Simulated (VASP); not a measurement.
# SrNb (Pm-3m) in VASP: notebook

The runs below take SrNb through single point, with PBE.

Program: VASP 6.6.1. These are calculated values, not measurements. Logs are shortened: lines on timing, memory, paths and dates and some standing lists are left out, and cuts for length are marked.

### Step 1. The cell of the first run

It takes space group Pm-3m (No. 221, cubic). Conventional cell: a = 3.835 Å, b = 3.835 Å, c = 3.835 Å, α = 90.00°, β = 90.00°, γ = 90.00°. Sr (site symmetry m-3m) has 8 Nb at 3.32 Å and 6 Sr at 3.83 Å within 4.4 Å. Within 4.4 Å of Nb (site symmetry m-3m) lie 8 Sr at 3.32 Å and 6 Nb at 3.83 Å.

### Step 2. Single point, PBE

Input file INCAR:

```
SYSTEM = SrNb
  PREC = Accurate
  ENCUT = 500
  EDIFF = 1E-6
  ISMEAR = 0
  SIGMA = 0.2
  LREAL = .FALSE.
  LASPH = .TRUE.
  NELM = 120
  ALGO = Normal
  ISIF = 2
  LWAVE = .FALSE.
  LCHARG = .FALSE.
  GGA = PE
  NBANDS = 18
  GGA_COMPAT = .FALSE.
```

Input file KPOINTS:

```
Automatic mesh
0
G
  5 5 5
  0 0 0
```

Input file POSCAR:

```
SrNb
1.0
    3.8345773128      0.0000000000      0.0000000000
    0.0000000000      3.8345773128      0.0000000000
    0.0000000000      0.0000000000      3.8345773128
Sr Nb
1 1
Direct
    0.5000000000      0.5000000000      0.5000000000
    0.0000000000      0.0000000000      0.0000000000
```

Potentials or basis: VASP PAW PBE potentials, release 64 (Sr_sv, Nb_sv).

Run with:

```console
$ cat potpaw_PBE.64/Sr_sv/POTCAR potpaw_PBE.64/Nb_sv/POTCAR > POTCAR
$ mpirun -np 1 vasp_std > vasp.out
```

OUTCAR:

```text
SYSTEM = SrNb
   PREC = Accurate
   ENCUT = 500
   EDIFF = 1E-6
   ISMEAR = 0
   LREAL = .FALSE.
   LASPH = .TRUE.
   NELM = 120
   ISIF = 2
   GGA = PE

 ion  position               nearest neighbor table
   1  0.500  0.500  0.500-   2 3.32   2 3.32   2 3.32   2 3.32   2 3.32   2 3.32   2 3.32   2 3.32

   2  0.000  0.000  0.000-   1 3.32   1 3.32   1 3.32   1 3.32   1 3.32   1 3.32   1 3.32   1 3.32

  LATTYP: Found a simple cubic cell.
 ALAT       =     3.8345773128

  Lattice vectors:

 A1 = (   3.8345773128,   0.0000000000,   0.0000000000)
 A2 = (   0.0000000000,   3.8345773128,   0.0000000000)
 A3 = (   0.0000000000,   0.0000000000,   3.8345773128)

Analysis of symmetry for initial positions (statically):
=====================================================================
 Subroutine PRICEL returns:
 Original cell was already a primitive cell.

 Routine SETGRP: Setting up the symmetry group for a
 simple cubic supercell.

 Subroutine GETGRP returns: Found 48 space group operations
 (whereof 48 operations were pure point group operations)
 out of a pool of 48 trial point group operations.

The static configuration has the point symmetry O_h .

Analysis of symmetry for dynamics (positions and initial velocities):
=====================================================================
 Subroutine PRICEL returns:
 Original cell was already a primitive cell.

 Routine SETGRP: Setting up the symmetry group for a
 simple cubic supercell.

 Subroutine GETGRP returns: Found 48 space group operations
 (whereof 48 operations were pure point group operations)
 out of a pool of 48 trial point group operations.

The dynamic configuration has the point symmetry O_h .

 Subroutine INISYM returns: Found 48 space group operations
 (whereof 48 operations are pure point group operations),
 and found     1 'primitive' translations

----------------------------------------------------------------------------------------

                                     Primitive cell

  volume of cell :      56.3836

  direct lattice vectors                    reciprocal lattice vectors
     3.834577313  0.000000000  0.000000000     0.260784936  0.000000000  0.000000000
     0.000000000  3.834577313  0.000000000     0.000000000  0.260784936  0.000000000
     0.000000000  0.000000000  3.834577313     0.000000000  0.000000000  0.260784936

  length of vectors
     3.834577313  3.834577313  3.834577313     0.260784936  0.260784936  0.260784936

  position of ions in fractional coordinates (direct lattice)
[... 56 lines left out ...]
   ISTART =      0    job   : 0-new  1-cont  2-samecut
   ICHARG =      2    charge: 1-file 2-atom 10-const
   ISPIN  =      1    spin polarized calculation?
   LNONCOLLINEAR =      F non collinear calculations
   LSORBIT =      F    spin-orbit coupling
   LASPH  =      T    aspherical Exc in radial PAW
   ENCUT  =  500.0 eV  36.75 Ry    6.06 a.u.   6.99  6.99  6.99*2*pi/ulx,y,z
   NELM   =    120;   NELMIN=  2; NELMDL= -5     # of ELM steps
   EDIFF  = 0.1E-05   stopping-criterion for ELM
   LREAL  =      F    real-space projection
[... 7 lines left out ...]
   TEBEG  =    0.0;   TEEND  =   0.0 temperature during run
   PSTRESS=    0.0 pullay stress
   NELECT =      23.0000    total number of electrons
   NUPDOWN=      -1.0000    fix difference up-down
   EMIN   =  10.00;   EMAX   =-10.00  energy-range for DOS
   EFERMI =   0.00;   METHOD = LEGACY
   ISMEAR =     0;   SIGMA  =   0.20  broadening in eV -4-tet -1-fermi 0-gaus
   EFERMI_NEDOS =   21; number of points for ismear=-14 and -15
   IALGO  =     38    algorithm
   IMIX   =      4    mixing-type and parameters
     AMIX     =   0.40;   BMIX     =  1.00
     AMIX_MAG =   1.60;   BMIX_MAG =  1.00
  volume/ion in A,a.u.               =      28.19       190.25
  Fermi-wavevector in a.u.,A,eV,Ry     =   1.214134  2.294381 20.056638  1.474121
  Thomas-Fermi vector in A             =   2.349564
   LORBIT       =      0    0 simple, 1 ext, 2 COOP (PROOUT), +10 PAW based schemes
   GGA     = PE    functional components
   LHFCALC =     F    Hartree Fock is set to
   AEXX    =    0.0000 exact exchange contribution
   IVDW    =     0    specifies the selected vdW correction
   LEPSILON=     F    determine dielectric tensor
   LRPA    =     F    only Hartree local field effects (RPA)
 non-spin polarized calculation
 Gauss-broadening in eV      SIGMA  =   0.20
  energy-cutoff  :      500.00
  volume of cell :       56.38
 maximum number of plane-waves:      1438
 NGX is ok and might be reduce to    28
   NGX = 13   NGY = 13   NGZ = 13

 number of electron      22.9999999 magnetization

 Free energy of the ion-electron system (eV)
  ---------------------------------------------------
  ext. energy  EPLUGINS =         0.00000000
  ---------------------------------------------------
  free energy    TOTEN  =        -8.91329256 eV

  energy without entropy =       -8.83591066  energy(sigma->0) =       -8.87460161

 E-fermi :   5.1159     XC(G=0):  -9.9771

 val. band max:        5.0347360293   @ k =   0.4000   0.2000   0.2000
 cond. band min:       5.2574697818   @ k =   0.4000   0.2000   0.2000
 fundamental gap:      0.2227337525
 Fermi energy:         5.1158909693

 k-point     1 :       0.0000    0.0000    0.0000
  band No.  band energies     occupation
      1     -49.9209      2.00000
      2     -29.3676      2.00000
      3     -25.9505      2.00000
      4     -25.9505      2.00000
      5     -25.9505      2.00000
      6     -11.3486      2.00000
[... 187 lines left out ...]
      5     -25.9859      2.00000
      6     -11.6122      2.00000
[... 10 lines left out ...]
     17      10.8314      0.00000
     18      11.9312      0.00000

------------------------ aborting loop because EDIFF is reached ----------------------------------------

  FORCE on cell =-STRESS in cart. coord.  units (eV):
  Direction    XX          YY          ZZ          XY          YZ          ZX
  --------------------------------------------------------------------------------------
  -------------------------------------------------------------------------------------
  Total       -0.0285520     -0.0285520     -0.0285520      0.0000000      0.0000000      0.0000000
  in kB       -0.8113242     -0.8113242     -0.8113242      0.0000000      0.0000000      0.0000000
  external PRESSURE =      -0.8113242 kB  Pullay stress =       0.0000000 kB

 VOLUME and BASIS-vectors are now :
 -----------------------------------------------------------------------------
  energy-cutoff  :      500.00
  volume of cell :       56.38
      direct lattice vectors                 reciprocal lattice vectors
     3.834577313  0.000000000  0.000000000     0.260784936  0.000000000  0.000000000
     0.000000000  3.834577313  0.000000000     0.000000000  0.260784936  0.000000000
     0.000000000  0.000000000  3.834577313     0.000000000  0.000000000  0.260784936

 POSITION                                       TOTAL-FORCE (eV/Angst)
 -----------------------------------------------------------------------------------
      1.91729      1.91729      1.91729         0.000000      0.000000      0.000000
      0.00000      0.00000      0.00000         0.000000      0.000000      0.000000
 -----------------------------------------------------------------------------------
    total drift:                               -0.000000      0.000000      0.000000

  FREE ENERGIE OF THE ION-ELECTRON SYSTEM (eV)
  ---------------------------------------------------
  free  energy   TOTEN  =        -8.9132925602 eV

  energy  without entropy=       -8.8359106607  energy(sigma->0) =       -8.87460161
```

stdout:

```text
POSCAR found type information on POSCAR SrNb
 POSCAR found :  2 types and       2 ions
 scaLAPACK will be used
 LDA part: xc-table for (Slater+PW92), standard interpolation
 POSCAR, INCAR and KPOINTS ok, starting setup
 FFT: planning ... GRIDC
 FFT: planning ... GRID_SOFT
 FFT: planning ... GRID
 WAVECAR not read
 entering main loop
```

Wall time 15 s (1 thread of Intel Xeon 8259CL, shared host); peak memory 0.16 GiB.

Results:

| Quantity | Value |
| --- | --- |
| Free energy | -8.9133 eV |
| Pressure | -0.1 GPa |

(Part 1 of 2 ends here.)
